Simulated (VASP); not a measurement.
# La (P-1) in VASP: a series of runs

La is run at these levels: LDA; tasks: single point.

Everything below comes from runs of VASP 6.6.1. Logs are shortened: lines on timing, memory, paths and dates and some standing lists are left out, and cuts for length are marked.

### 1 The cell of the first run

The typed cell holds 2 atoms: a = 3.750 Å, b = 3.766 Å, c = 6.070 Å, α = 90.21°, β = 90.57°, γ = 120.43°.

### 2 Single point, LDA (equal xy, yz and zx shear strains of -1 %)

Input file INCAR:

```
  ALGO = Normal
  EDIFF = 1E-7
  ENCUT = 520
  ISIF = 2
  ISMEAR = -1
  LASPH = True
  LCHARG = False
  LREAL = False
  LWAVE = False
  NBANDS = 18
  NELM = 100
  PREC = Accurate
  SIGMA = 0.05
```

Input file KPOINTS:

```
k-points
0
Gamma
  11 11 6
```

Input file POSCAR:

```
La
1.0
    3.7500020507     -0.0187500102     -0.0187500102
   -1.8912390105      3.2569720452     -0.0068629801
   -0.0303500000     -0.0303500000      6.0700000000
La
2
Direct
    0.3333333333      0.6666666667      0.2500000000
    0.6666666667      0.3333333333      0.7500000000
```

Potentials or basis: VASP PAW LDA potentials, release 64 (La).

Command:

```console
$ cat potpaw_LDA.64/La/POTCAR > POTCAR
$ mpirun -np 1 vasp_std > vasp.out
```

OUTCAR:

```text
EDIFF = 1E-7
   ENCUT = 520
   ISIF = 2
   ISMEAR = -1
   LASPH = True
   LREAL = False
   NELM = 100
   PREC = Accurate

 ion  position               nearest neighbor table
   1  0.333  0.667  0.250-
   2  0.667  0.333  0.750-

  LATTYP: Found a triclinic cell.
 ALAT       =     3.7338636843
 B/A-ratio  =     1.0043472705
 C/A-ratio  =     1.6257025594
 COS(alpha) =     0.0099745013
 COS(beta)  =     0.0136846555
 COS(gamma) =     0.4934979113

  Lattice vectors:

 A1 = (   1.8587630402,   3.2382220350,  -0.0256129903)
 A2 = (   3.7500020507,  -0.0187500102,  -0.0187500102)
 A3 = (   0.0303500000,   0.0303500000,  -6.0700000000)

Analysis of symmetry for initial positions (statically):
=====================================================================
 Subroutine PRICEL returns:
 Original cell was already a primitive cell.

 Routine SETGRP: Setting up the symmetry group for a
 triclinic supercell.

 Subroutine GETGRP returns: Found  2 space group operations
 (whereof  2 operations were pure point group operations)
 out of a pool of  2 trial point group operations.

The static configuration has the point symmetry S_2 .

Analysis of symmetry for dynamics (positions and initial velocities):
=====================================================================
 Subroutine PRICEL returns:
 Original cell was already a primitive cell.

 Routine SETGRP: Setting up the symmetry group for a
 triclinic supercell.

 Subroutine GETGRP returns: Found  2 space group operations
 (whereof  2 operations were pure point group operations)
 out of a pool of  2 trial point group operations.

The dynamic configuration has the point symmetry S_2 .

 Subroutine INISYM returns: Found  2 space group operations
 (whereof  2 operations are pure point group operations),
 and found     1 'primitive' translations

----------------------------------------------------------------------------------------

                                     Primitive cell

  volume of cell :      73.9179

  direct lattice vectors                    reciprocal lattice vectors
     3.750002051 -0.018750010 -0.018750010     0.267453629  0.155307825  0.002113807
    -1.891239011  3.256972045 -0.006862980     0.001547414  0.307935449  0.001547414
    -0.030350000 -0.030350000  6.070000000     0.000827904  0.000827904  0.164752925

  length of vectors
     3.750095800  3.766257957  6.070151748     0.309283741  0.307943225  0.164757085

  position of ions in fractional coordinates (direct lattice)
     0.333333333  0.666666667  0.250000000
     0.666666667  0.333333333  0.750000000

  ion indices of the primitive-cell ions
   primitive index   ion index
                 1           1
                 2           2

----------------------------------------------------------------------------------------

 KPOINTS: k-points

Automatic generation of k-mesh.
 Grid dimensions read from file:
 generate k-points for:   11   11    6

 Generating k-lattice:

  Cartesian coordinates                     Fractional coordinates (reciprocal lattice)
     0.024313966  0.014118893  0.000192164     0.090909091  0.000000000  0.000000000
     0.000140674  0.027994132  0.000140674     0.000000000  0.090909091  0.000000000
     0.000137984  0.000137984  0.027458821     0.000000000  0.000000000  0.166666667

  Length of vectors
     0.028116704  0.027994839  0.027459514

  Shift w.r.t. Gamma in fractional coordinates (k-lattice)
     0.000000000  0.000000000  0.000000000

 Subroutine IBZKPT returns following result:
 ===========================================

 Found    364 irreducible k-points:

 Following reciprocal coordinates:
            Coordinates               Weight
  0.000000  0.000000  0.000000      1.000000
  0.090909  0.000000  0.000000      2.000000
  0.181818  0.000000  0.000000      2.000000
  0.272727 -0.000000  0.000000      2.000000
  0.363636  0.000000  0.000000      2.000000
  0.454545 -0.000000  0.000000      2.000000
[... 16 lines left out ...]
  0.454545  0.181818  0.000000      2.000000
 -0.454545  0.181818 -0.000000      2.000000
 [... further k-points ...]
   k-points           NKPTS =    364   k-points in BZ     NKDIM =    364   number of bands    NBANDS=     18
   number of dos      NEDOS =    301   number of ions     NIONS =      2
   total plane-waves  NPLWV =  37632
   dimension x,y,z NGX =    28 NGY =   28 NGZ =   48
   dimension x,y,z NGXF=    56 NGYF=   56 NGZF=   96
   ions per type =               2
   NGX,Y,Z   is equivalent  to a cutoff of  12.41, 12.36, 13.15 a.u.
   NGXF,Y,Z  is equivalent  to a cutoff of  24.83, 24.72, 26.29 a.u.
 SYSTEM =  unknown system
   PREC   = accura    normal or accurate (medium, high low for compatibility)
   ISTART =      0    job   : 0-new  1-cont  2-samecut
   ICHARG =      2    charge: 1-file 2-atom 10-const
   ISPIN  =      1    spin polarized calculation?
   LNONCOLLINEAR =      F non collinear calculations
   LSORBIT =      F    spin-orbit coupling
   LASPH  =      T    aspherical Exc in radial PAW
   ENCUT  =  520.0 eV  38.22 Ry    6.18 a.u.   6.97  7.00 11.29*2*pi/ulx,y,z
   NELM   =    100;   NELMIN=  2; NELMDL= -5     # of ELM steps
   EDIFF  = 0.1E-06   stopping-criterion for ELM
   LREAL  =      F    real-space projection
   EDIFFG = 0.1E-05   stopping-criterion for IOM
   NSW    =      0    number of steps for IOM
   IBRION =     -1    ionic relax: 0-MD 1-quasi-New 2-CG
   NFREE  =      0    steps in history (QN), initial steepest desc. (CG)
   ISIF   =      2    stress and relaxation
   ISYM   =      2    0-nonsym 1-usesym 2-fastsym
   POTIM  = 0.5000    time-step for ionic-motion
   TEBEG  =    0.0;   TEEND  =   0.0 temperature during run
   PSTRESS=    0.0 pullay stress
   NELECT =      22.0000    total number of electrons
   NUPDOWN=      -1.0000    fix difference up-down
   EMIN   =  10.00;   EMAX   =-10.00  energy-range for DOS
   EFERMI =   0.00;   METHOD = LEGACY
   ISMEAR =    -1;   SIGMA  =   0.05  broadening in eV -4-tet -1-fermi 0-gaus
   EFERMI_NEDOS =   21; number of points for ismear=-14 and -15
   IALGO  =     38    algorithm
   IMIX   =      4    mixing-type and parameters
     AMIX     =   0.40;   BMIX     =  1.00
     AMIX_MAG =   1.60;   BMIX_MAG =  1.00
  volume/ion in A,a.u.               =      36.96       249.41
  Fermi-wavevector in a.u.,A,eV,Ry     =   1.093031  2.065529 16.255111  1.194717
  Thomas-Fermi vector in A             =   2.229308
   LORBIT       =      0    0 simple, 1 ext, 2 COOP (PROOUT), +10 PAW based schemes
   GGA     = CA    functional components
   LHFCALC =     F    Hartree Fock is set to
   AEXX    =    0.0000 exact exchange contribution
   IVDW    =     0    specifies the selected vdW correction
   LEPSILON=     F    determine dielectric tensor
   LRPA    =     F    only Hartree local field effects (RPA)
 non-spin polarized calculation
  energy-cutoff  :      520.00
  volume of cell :       73.92
 maximum number of plane-waves:      2010
   NGX = 13   NGY = 13   NGZ = 23

 number of electron      21.9999997 magnetization

 Free energy of the ion-electron system (eV)
  ---------------------------------------------------
  ext. energy  EPLUGINS =         0.00000000
  ---------------------------------------------------
  free energy    TOTEN  =       -11.00685838 eV

  energy without entropy =      -10.97230164  energy(sigma->0) =      -10.98958001

 E-fermi :   7.6931     XC(G=0):  -9.7837

 val. band max:        7.6899311121   @ k =  -0.2727  -0.2727   0.1667
 cond. band min:       7.6947746449   @ k =   0.2727   0.3636   0.3333
 fundamental gap:      0.0048435328
 Fermi energy:         7.6931095635

 k-point     1 :       0.0000    0.0000    0.0000
  band No.  band energies     occupation
      1     -25.0424      2.00000
      2     -24.8328      2.00000
      3      -9.4475      2.00000
      4      -8.2226      2.00000
      5      -8.2082      2.00000
      6      -8.0318      2.00000
[... 10 lines left out ...]
     17       9.2958      0.00000
     18       9.3273      0.00000

 k-point     2 :       0.0909    0.0000    0.0000
  band No.  band energies     occupation
      1     -25.0284      2.00000
      2     -24.8260      2.00000
      3      -9.4115      2.00000
      4      -8.3036      2.00000
      5      -8.2515      2.00000
      6      -8.1159      2.00000
[... 10 lines left out ...]
     17       9.2476      0.00000
     18       9.3841      0.00000

 k-point     3 :       0.1818    0.0000    0.0000
  band No.  band energies     occupation
      1     -24.9898      2.00000
      2     -24.8087      2.00000
      3      -9.3085      2.00000
      4      -8.5511      2.00000
      5      -8.3618      2.00000
      6      -8.3278      2.00000
[... 10 lines left out ...]
     17       9.3145      0.00000
     18       9.4088      0.00000

 k-point     4 :       0.2727   -0.0000    0.0000
  band No.  band energies     occupation
      1     -24.9361      2.00000
      2     -24.7883      2.00000
      3      -9.1544      2.00000
      4      -8.8640      2.00000
      5      -8.6591      2.00000
      6      -8.4209      2.00000
[... 375 lines left out ...]
      4      -8.9923      2.00000
      5      -8.7549      2.00000
      6      -8.7091      2.00000
[... 10 lines left out ...]
     17       9.3290      0.00000
     18       9.4469      0.00000

 k-point    23 :       0.4545    0.1818    0.0000
  band No.  band energies     occupation
      1     -24.8254      2.00000
      2     -24.7731      2.00000
      3      -9.2078      2.00000
      4      -8.9835      2.00000
      5      -8.7570      2.00000
      6      -8.7148      2.00000
[... 10 lines left out ...]
     17       9.3237      0.00000
     18       9.4613      0.00000

 k-point    24 :      -0.4545    0.1818   -0.0000
  band No.  band energies     occupation
      1     -24.8619      2.00000
      2     -24.7723      2.00000
      3      -9.0806      2.00000
      4      -8.9482      2.00000
      5      -8.9042      2.00000
      6      -8.5978      2.00000
[... 10 lines left out ...]
     17       9.4335      0.00000
     18       9.4579      0.00000

 [... further k-points ...]

------------------------ aborting loop because EDIFF is reached ----------------------------------------

  FORCE on cell =-STRESS in cart. coord.  units (eV):
  Direction    XX          YY          ZZ          XY          YZ          ZX
  --------------------------------------------------------------------------------------
  -------------------------------------------------------------------------------------
  Total       -1.4051021     -1.4050527     -1.4644167      0.0654214      0.0447579      0.0447217
  in kB      -30.4557164    -30.4546446    -31.7413664      1.4180149      0.9701323      0.9693478
  external PRESSURE =     -30.8839092 kB  Pullay stress =       0.0000000 kB

 VOLUME and BASIS-vectors are now :
 -----------------------------------------------------------------------------
  energy-cutoff  :      520.00
  volume of cell :       73.92
      direct lattice vectors                 reciprocal lattice vectors
     3.750002051 -0.018750010 -0.018750010     0.267453629  0.155307825  0.002113807
    -1.891239011  3.256972045 -0.006862980     0.001547414  0.307935449  0.001547414
    -0.030350000 -0.030350000  6.070000000     0.000827904  0.000827904  0.164752925

 POSITION                                       TOTAL-FORCE (eV/Angst)
 -----------------------------------------------------------------------------------
     -0.01841      2.15748      1.50667         0.002594     -0.000073      0.000257
      1.84683      1.05039      4.53771        -0.002594      0.000073     -0.000257
 -----------------------------------------------------------------------------------
    total drift:                                0.000000     -0.000000     -0.000000

  FREE ENERGIE OF THE ION-ELECTRON SYSTEM (eV)
  ---------------------------------------------------
  free  energy   TOTEN  =       -11.0068583841 eV

  energy  without entropy=      -10.9723016436  energy(sigma->0) =      -10.98958001
```

It took 9.8 min on 1 thread of Oxide Virtual Turin-like, shared host; peak memory 0.52 GiB.

Results:

```
Free energy            : -11.0069 eV
Pressure               : -3.1 GPa
Band gap on the k mesh : zero (band 11 reaches 8.70 eV, above the bottom of band 12 at 7.32 eV)
```

Forces on the atoms (eV/Å):
```
La   0.003  0.000  0.000
La  -0.003  0.000  0.000
```

Stress tensor (GPa, compression positive):
```
-3.05  0.14  0.10
 0.14 -3.05  0.10
 0.10  0.10 -3.17
```

Caveat: the cell differs from its parent crystal (equal xy, yz and zx shear strains of -1 %); spin-orbit coupling is left out, which moves the levels of the heavy elements.

### 3 Single point, LDA (equal xy, yz and zx shear strains of +1 %)

Input file INCAR:

```
ALGO     = Normal         # electronic algorithm
EDIFF    = 1E-6           # SCF threshold, eV
ENCUT    = 520            # plane-wave cutoff, eV
GGA      = CA             # functional
ISIF     = 2              # what is computed and relaxed
ISMEAR   = -1             # smearing method
LASPH    = True           # aspherical terms in the spheres
LCHARG   = False          # write CHGCAR
LREAL    = False          # projectors in reciprocal space
LWAVE    = False          # write WAVECAR
NBANDS   = 18             # bands
NELM     = 100            # most SCF steps
PREC     = Accurate       # precision mode
SIGMA    = 0.05           # smearing width, eV
```

KPOINTS is that of step 2.

Input file POSCAR:

```
La
1.0
    3.7500020507      0.0187500102      0.0187500102
   -1.8587630401      3.2382220350      0.0068629801
    0.0303500000      0.0303500000      6.0700000000
La
2
Direct
    0.3333333333      0.6666666667      0.2500000000
    0.6666666667      0.3333333333      0.7500000000
```

Potentials or basis: VASP PAW LDA potentials, release 64 (La).

Command:

```console
$ cat potpaw_LDA.64/La/POTCAR > POTCAR
$ mpirun -np 1 vasp_std > vasp.out
```

Wall time 11 min (1 thread of Oxide Virtual Turin-like, shared host); peak memory 0.52 GiB.

The run converged. Its results:

* Free energy: -11.0069 eV
* Pressure: -3.1 GPa
* Band gap on the k mesh: zero (band 11 reaches 8.70 eV, above the bottom of band 12 at 7.33 eV)

Stress tensor (GPa, compression positive):
```
-3.04 -0.14 -0.10
-0.14 -3.04 -0.10
-0.10 -0.10 -3.17
```

Levels at points of the mesh, in eV from the Fermi level:
```csv
k point,band 9,band 10,band 11,band 12,band 13,band 14
"(0.00, 0.00, 0.00)",-3.19,-1.76,1.00,1.23,1.36,1.38
"(0.00, 0.00, 0.50)",-1.87,-1.87,0.58,0.58,1.29,1.30
```

Caveat: the cell differs from its parent crystal (equal xy, yz and zx shear strains of +1 %); spin-orbit coupling is left out, which moves the levels of the heavy elements.
